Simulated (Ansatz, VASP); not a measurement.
One calculation of In3As, two programs

File INCAR:

```
PREC = Accurate
ENCUT = 520
EDIFF = 1E-6
ISMEAR = -1
SIGMA = 0.05
LREAL = False
LASPH = True
NELM = 150
ALGO = Normal
ISIF = 2
LWAVE = False
LCHARG = False
LNONCOLLINEAR = True
MAGMOM = 0 0 0 0 0 0 0 0 0 0 0 0
LORBIT = 11
LSORBIT = True
GGA_COMPAT = False
LORBMOM = True
GGA = PS
NBANDS = 58
```

File KPOINTS:

```
regular mesh
0
Gamma
  4 4 4
```

POSCAR

```
In3As
1.0
    4.6716810000      0.0000000000      0.0000000000
    0.0000000000      4.6716810000      0.0000000000
    0.0000000000      0.0000000000      4.6716810000
In As
3 1
Direct
    0.5000000000      0.5000000000      0.0000000000
    0.5000000000      0.0000000000      0.5000000000
    0.0000000000      0.5000000000      0.5000000000
    0.0000000000      0.0000000000      0.0000000000
```

Contents of input.yaml:

```yaml
crystal:
  lattice:
    - [4.671681, 0.0, 0.0]
    - [0.0, 4.671681, 0.0]
    - [0.0, 0.0, 4.671681]
  atoms:
    - { symbol: In, position: [0.5, 0.5, 0.0] }
    - { symbol: In, position: [0.5, 0.0, 0.5] }
    - { symbol: In, position: [0.0, 0.5, 0.5] }
    - { symbol: As, position: [0.0, 0.0, 0.0] }
kpoints:
  mp_grid: { grid: [4, 4, 4] }
  band_path:
    path:
      - [0.0, 0.0, 0.0]
      - [0.0, 0.5, 0.0]
      - [0.5, 0.5, 0.0]
      - [0.0, 0.0, 0.0]
      - [0.5, 0.5, 0.5]
      - [0.0, 0.5, 0.0]
    npoints: 10
scf:
  occupations: { method: fermi_dirac, width: 0.05 }
hamiltonian:
  xc: pbesol
  pseudopotentials: { kind: all_electron, lapw: { basis_error: 0.002 } }
magnetization:
  noncollinear: true
  spin_orbit: true
output:
  forces: true
  stress: true
  eigenvalues: true
```

Alike in both runs: functional PBEsol; k mesh 4 × 4 × 4; occupations fermi-dirac, width 0.05 eV; non-collinear spin, spin-orbit coupling.

|  | VASP | Ansatz |
| --- | --- | --- |
| version | VASP 6.6.1 | Ansatz 0.2.0 |
| potentials or method | VASP PAW PBE potentials, release 64 (In_d, As), cutoff 520 eV | all-electron LAPW, relativistic spinors |
| task | single point | band structure |

VASP gave:

```
pressure (GPa)           : -3.0
net moment per atom (μB) : 0.00
```

Q: Which values does Ansatz return?

A: Pressure (GPa): -3.1; net moment per atom (μB): 0.00.

VASP's potentials were made for PBE, not for PBEsol. Ansatz ran all-electron here, and VASP with PAW potentials.

Noted on Ansatz's run: the k mesh is thin for a metal, which can move the energy by tens of meV per atom.
